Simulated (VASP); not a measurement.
# TePt (P6_3/mmc) in VASP: electric field gradients with r2SCAN

Aim: the electric field gradients of TePt with r2SCAN.

All numbers are computed with VASP 6.6.1; they aren't measurements. Logs are shortened: lines on timing, memory, paths and dates and some standing lists are left out, and cuts for length are marked.

**1. The cell of the first run**

Symmetry: P6_3/mmc, No. 194, hexagonal system. Conventional cell: a = 4.263 Å, b = 4.263 Å, c = 5.662 Å, α = 90.00°, β = 90.00°, γ = 120.00°. Within 3.7 Å of Te (site symmetry -6m2) lie 6 Pt at 2.84 Å. Within 3.7 Å of Pt (site symmetry -3m) lie 2 Pt at 2.83 Å and 6 Te at 2.84 Å.

**2. Electric field gradients, r2SCAN**

File POSCAR:

```
TePt
1.0
    4.2628798384      0.0000000000      0.0000000000
   -2.1314399192      3.6917622333      0.0000000000
    0.0000000000      0.0000000000      5.6617710000
Te Pt
2 2
Direct
    0.6666666667      0.3333333333      0.7500000000
    0.3333333333      0.6666666667      0.2500000000
    0.0000000000      0.0000000000      0.5000000000
    0.0000000000      0.0000000000      0.0000000000
```

File INCAR.step1:

```
SYSTEM = TePt
ALGO     = Normal         ! electronic algorithm
EDIFF    = 1E-4           ! SCF threshold, eV
ENCUT    = 520            ! plane-wave cutoff, eV
GGA      = PE             ! functional
ISMEAR   = -1             ! smearing method
LASPH    = .TRUE.         ! aspherical terms in the spheres
LCHARG   = .FALSE.        ! write CHGCAR
LREAL    = .FALSE.        ! projectors in reciprocal space
LWAVE    = .TRUE.         ! write WAVECAR
NBANDS   = 24             ! bands
NELM     = 100            ! most SCF steps
PREC     = Accurate       ! precision mode
SIGMA    = 0.05           ! smearing width, eV
```

File INCAR.step2:

```
SYSTEM = TePt
ALGO     = Normal         ! electronic algorithm
EDIFF    = 1E-8           ! SCF threshold, eV
ENCUT    = 520            ! plane-wave cutoff, eV
ISIF     = 2              ! what is computed and relaxed
ISMEAR   = -1             ! smearing method
ISTART   = 1            
LASPH    = .TRUE.         ! aspherical terms in the spheres
LCHARG   = .FALSE.        ! write CHGCAR
LEFG     = .TRUE.       
LMIXTAU  = .TRUE.       
LREAL    = .FALSE.        ! projectors in reciprocal space
LWAVE    = .FALSE.        ! write WAVECAR
METAGGA  = R2SCAN         ! meta-GGA
NBANDS   = 24             ! bands
NELM     = 100            ! most SCF steps
PREC     = Accurate       ! precision mode
SIGMA    = 0.05           ! smearing width, eV
```

File KPOINTS:

```
k-points
0
G
  10 10 7
  0 0 0
```

Potentials or basis: VASP PAW PBE potentials, release 64 (Te, Pt).

Run with:

```console
$ cat potpaw_PBE.64/Te/POTCAR potpaw_PBE.64/Pt/POTCAR > POTCAR
$ cp INCAR.step1 INCAR
$ mpirun -np 1 vasp_std > vasp.out
$ cp INCAR.step2 INCAR
$ mpirun -np 1 vasp_std > vasp.out
```

OUTCAR:

```text
SYSTEM = TePt
   EDIFF = 1E-8
   ENCUT = 520
   ISIF = 2
   ISMEAR = -1
   ISTART = 1
   LASPH = .TRUE.
   LREAL = .FALSE.
   METAGGA = R2SCAN
   NELM = 100
   PREC = Accurate

 ion  position               nearest neighbor table
   1  0.667  0.333  0.750-   3 2.84   4 2.84   3 2.84   4 2.84   3 2.84   4 2.84
   2  0.333  0.667  0.250-   3 2.84   4 2.84   3 2.84   4 2.84   3 2.84   4 2.84
   3  0.000  0.000  0.500-   4 2.83   4 2.83   1 2.84   2 2.84   2 2.84   1 2.84   1 2.84   2 2.84

   4  0.000  0.000  0.000-   3 2.83   3 2.83   1 2.84   2 2.84   2 2.84   1 2.84   1 2.84   2 2.84

  LATTYP: Found a hexagonal cell.
 ALAT       =     4.2628798384
 C/A-ratio  =     1.3281563672

  Lattice vectors:

 A1 = (   4.2628798384,   0.0000000000,   0.0000000000)
 A2 = (  -2.1314399192,   3.6917622333,   0.0000000000)
 A3 = (   0.0000000000,   0.0000000000,   5.6617710000)

Analysis of symmetry for initial positions (statically):
=====================================================================
 Subroutine PRICEL returns:
 Original cell was already a primitive cell.

 Routine SETGRP: Setting up the symmetry group for a
 hexagonal supercell.

 Subroutine GETGRP returns: Found 24 space group operations
 (whereof 12 operations were pure point group operations)
 out of a pool of 24 trial point group operations.

The static configuration has the point symmetry D_3d.
 The point group associated with its full space group is D_6h.

Analysis of symmetry for dynamics (positions and initial velocities):
=====================================================================
 Subroutine PRICEL returns:
 Original cell was already a primitive cell.

 Routine SETGRP: Setting up the symmetry group for a
 hexagonal supercell.

 Subroutine GETGRP returns: Found 24 space group operations
 (whereof 12 operations were pure point group operations)
 out of a pool of 24 trial point group operations.

The dynamic configuration has the point symmetry D_3d.
 The point group associated with its full space group is D_6h.

 Subroutine INISYM returns: Found 24 space group operations
 (whereof 12 operations are pure point group operations),
 and found     1 'primitive' translations

----------------------------------------------------------------------------------------

                                     Primitive cell

  volume of cell :      89.1023

  direct lattice vectors                    reciprocal lattice vectors
     4.262879838  0.000000000  0.000000000     0.234583201  0.135436675  0.000000000
    -2.131439919  3.691762233  0.000000000     0.000000000  0.270873349  0.000000000
     0.000000000  0.000000000  5.661771000     0.000000000  0.000000000  0.176623180

  length of vectors
     4.262879838  4.262879838  5.661771000     0.270873349  0.270873349  0.176623180

  position of ions in fractional coordinates (direct lattice)
     0.666666667  0.333333333  0.750000000
     0.333333333  0.666666667  0.250000000
     0.000000000  0.000000000  0.500000000
     0.000000000  0.000000000  0.000000000

  ion indices of the primitive-cell ions
   primitive index   ion index
                 1           1
                 2           2
                 3           3
                 4           4

----------------------------------------------------------------------------------------

 KPOINTS: k-points

Automatic generation of k-mesh.
 Grid dimensions read from file:
 generate k-points for:   10   10    7

 Generating k-lattice:

  Cartesian coordinates                     Fractional coordinates (reciprocal lattice)
     0.023458320  0.013543667  0.000000000     0.100000000  0.000000000  0.000000000
     0.000000000  0.027087335  0.000000000     0.000000000  0.100000000  0.000000000
     0.000000000  0.000000000  0.025231883     0.000000000  0.000000000  0.142857143

  Length of vectors
     0.027087335  0.027087335  0.025231883

  Shift w.r.t. Gamma in fractional coordinates (k-lattice)
     0.000000000  0.000000000  0.000000000

 Subroutine IBZKPT returns following result:
 ===========================================

 Found     56 irreducible k-points:

 Following reciprocal coordinates:
            Coordinates               Weight
  0.000000  0.000000  0.000000      1.000000
  0.100000  0.000000  0.000000      6.000000
  0.200000  0.000000  0.000000      6.000000
  0.300000  0.000000  0.000000      6.000000
  0.400000  0.000000  0.000000      6.000000
  0.500000  0.000000  0.000000      3.000000
[... 16 lines left out ...]
  0.300000  0.100000  0.142857     24.000000
  0.400000  0.100000  0.142857     24.000000
 [... further k-points ...]
   k-points           NKPTS =     56   k-points in BZ     NKDIM =     56   number of bands    NBANDS=     24
   number of dos      NEDOS =    301   number of ions     NIONS =      4
   total plane-waves  NPLWV =  43008
   dimension x,y,z NGX =    32 NGY =   32 NGZ =   42
   dimension x,y,z NGXF=    64 NGYF=   64 NGZF=   84
   ions per type =               2   2
   NGX,Y,Z   is equivalent  to a cutoff of  12.48, 12.48, 12.33 a.u.
   NGXF,Y,Z  is equivalent  to a cutoff of  24.96, 24.96, 24.66 a.u.
 SYSTEM =  TePt
   PREC   = accura    normal or accurate (medium, high low for compatibility)
   ISTART =      1    job   : 0-new  1-cont  2-samecut
   ICHARG =      0    charge: 1-file 2-atom 10-const
   ISPIN  =      1    spin polarized calculation?
   LNONCOLLINEAR =      F non collinear calculations
   LSORBIT =      F    spin-orbit coupling
   LASPH  =      T    aspherical Exc in radial PAW
   ENCUT  =  520.0 eV  38.22 Ry    6.18 a.u.   7.93  7.93 10.53*2*pi/ulx,y,z
   NELM   =    100;   NELMIN=  2; NELMDL=  0     # of ELM steps
   EDIFF  = 0.1E-07   stopping-criterion for ELM
   LREAL  =      F    real-space projection
   EDIFFG = 0.1E-06   stopping-criterion for IOM
   NSW    =      0    number of steps for IOM
   IBRION =     -1    ionic relax: 0-MD 1-quasi-New 2-CG
   NFREE  =      0    steps in history (QN), initial steepest desc. (CG)
   ISIF   =      2    stress and relaxation
   ISYM   =      2    0-nonsym 1-usesym 2-fastsym
   POTIM  = 0.5000    time-step for ionic-motion
   TEBEG  =    0.0;   TEEND  =   0.0 temperature during run
   PSTRESS=    0.0 pullay stress
   NELECT =      32.0000    total number of electrons
   NUPDOWN=      -1.0000    fix difference up-down
   EMIN   =  10.00;   EMAX   =-10.00  energy-range for DOS
   EFERMI =   0.00;   METHOD = LEGACY
   ISMEAR =    -1;   SIGMA  =   0.05  broadening in eV -4-tet -1-fermi 0-gaus
   EFERMI_NEDOS =   21; number of points for ismear=-14 and -15
   IALGO  =     38    algorithm
   IMIX   =      4    mixing-type and parameters
     AMIX     =   0.40;   BMIX     =  1.00
     AMIX_MAG =   1.60;   BMIX_MAG =  1.00
  volume/ion in A,a.u.               =      22.28       150.32
  Fermi-wavevector in a.u.,A,eV,Ry     =   1.163666  2.199010 18.423911  1.354119
  Thomas-Fermi vector in A             =   2.300213
   LORBIT       =      0    0 simple, 1 ext, 2 COOP (PROOUT), +10 PAW based schemes
   METAGGA = R2SCAN    functional components
   LHFCALC =     F    Hartree Fock is set to
   AEXX    =    0.0000 exact exchange contribution
   IVDW    =     0    specifies the selected vdW correction
   LEPSILON=     F    determine dielectric tensor
   LRPA    =     F    only Hartree local field effects (RPA)
 non-spin polarized calculation
  energy-cutoff  :      520.00
  volume of cell :       89.10
 maximum number of plane-waves:      2416
 NGX is ok and might be reduce to    32
   NGX = 15   NGY = 15   NGZ = 21

 number of electron      31.9999997 magnetization

 Free energy of the ion-electron system (eV)
  ---------------------------------------------------
  ext. energy  EPLUGINS =         0.00000000
  ---------------------------------------------------
  free energy    TOTEN  =      -154.61578187 eV

  energy without entropy =     -154.59482813  energy(sigma->0) =     -154.60530500

 E-fermi :   8.9062     XC(G=0): -11.7373

 val. band max:        8.8935379349   @ k =   0.2000   0.1000   0.2857
 cond. band min:       8.9116210539   @ k =   0.2000   0.0000   0.0000
 fundamental gap:      0.0180831190
 Fermi energy:         8.9062210570

 k-point     1 :       0.0000    0.0000    0.0000
  band No.  band energies     occupation
      1      -5.3755      2.00000
      2      -2.7340      2.00000
      3       1.6452      2.00000
      4       2.7923      2.00000
      5       2.7923      2.00000
      6       3.5480      2.00000
[... 637 lines left out ...]
     23      16.7676      0.00000
     24      17.5902      0.00000

 [... further k-points ...]
[... 5 lines left out ...]
  --------------------------------------------------------------------------------------
  -------------------------------------------------------------------------------------
  Total       -1.1519230     -1.1519230     -1.2075072      0.0000000     -0.0000000     -0.0000000
  in kB      -20.7130913    -20.7130913    -21.7125691      0.0000000     -0.0000000     -0.0000000
  external PRESSURE =     -21.0462506 kB  Pullay stress =       0.0000000 kB

 VOLUME and BASIS-vectors are now :
 -----------------------------------------------------------------------------
  energy-cutoff  :      520.00
  volume of cell :       89.10
      direct lattice vectors                 reciprocal lattice vectors
     4.262879838  0.000000000  0.000000000     0.234583201  0.135436675  0.000000000
    -2.131439919  3.691762233  0.000000000     0.000000000  0.270873349  0.000000000
     0.000000000  0.000000000  5.661771000     0.000000000  0.000000000  0.176623180

 POSITION                                       TOTAL-FORCE (eV/Angst)
 -----------------------------------------------------------------------------------
      2.13144      1.23059      4.24633        -0.000000      0.000000      0.000000
     -0.00000      2.46117      1.41544         0.000000     -0.000000      0.000000
      0.00000      0.00000      2.83089        -0.000000      0.000000      0.000000
      0.00000      0.00000      0.00000        -0.000000      0.000000      0.000000
 -----------------------------------------------------------------------------------
    total drift:                               -0.000000      0.000000      0.000000

  FREE ENERGIE OF THE ION-ELECTRON SYSTEM (eV)
  ---------------------------------------------------
  free  energy   TOTEN  =      -154.6157818687 eV

  energy  without entropy=     -154.5948281349  energy(sigma->0) =     -154.60530500

 Electric field gradients (V/A^2)
---------------------------------------------------------------------
 ion       V_xx      V_yy      V_zz      V_xy      V_xz      V_yz
---------------------------------------------------------------------
   1      49.488    49.487   -98.975    -0.000     0.000    -0.000
   2      49.488    49.487   -98.975    -0.000    -0.000     0.000
   3      47.508    47.507   -95.015    -0.000    -0.000     0.000
   4      47.508    47.507   -95.015    -0.000     0.000    -0.000
---------------------------------------------------------------------

 Electric field gradients after diagonalization (V/A^2)
 (convention: |V_zz| > |V_xx| > |V_yy|)
----------------------------------------------------------------------
 ion       V_xx      V_yy      V_zz     asymmetry (V_yy - V_xx)/ V_zz
----------------------------------------------------------------------
   1      49.488    49.487   -98.975       0.000
   2      49.488    49.487   -98.975       0.000
   3      47.508    47.507   -95.015       0.000
   4      47.508    47.507   -95.015       0.000
----------------------------------------------------------------------

           NMR quadrupolar parameters

 Cq : quadrupolar parameter    Cq=e*Q*V_zz/h
 eta: asymmetry parameters     (V_yy - V_xx)/ V_zz
 Q  : nuclear electric quadrupole moment in mb (millibarn)
----------------------------------------------------------------------
 ion       Cq(MHz)       eta       Q (mb)
----------------------------------------------------------------------
   1      -0.239       0.000       1.000
   2      -0.239       0.000       1.000
   3      -0.230       0.000       1.000
   4      -0.230       0.000       1.000
----------------------------------------------------------------------
```

It took 5.7 min on 1 thread of Intel Xeon Platinum 8259CL at 2.50GHz (Skylake/Cascade Lake), shared host; peak memory 0.28 GiB.

Results:

```
Free energy            : -154.6158 eV
Pressure               : -2.1 GPa
Band gap on the k mesh : zero (band 16 reaches 9.56 eV, above the bottom of band 17 at 8.52 eV)
```

Stress tensor (GPa, compression positive):
```
-2.07  0.00  0.00
 0.00 -2.07  0.00
 0.00  0.00 -2.17
```

Electric field gradients, principal values (V/Å²):
```csv
atom,least,middle,greatest (by size)
1 Te,49.487,49.488,-98.975
2 Te,49.487,49.488,-98.975
3 Pt,47.507,47.508,-95.015
4 Pt,47.507,47.508,-95.015
```

Caveat: without QUAD_EFG the Cq values of the log hold for a quadrupole moment of 1 mb, not for the nuclei; the PAW data sets were made with another functional, which shifts forces and pressure a little; spin-orbit coupling is left out, which moves the levels of the heavy elements.
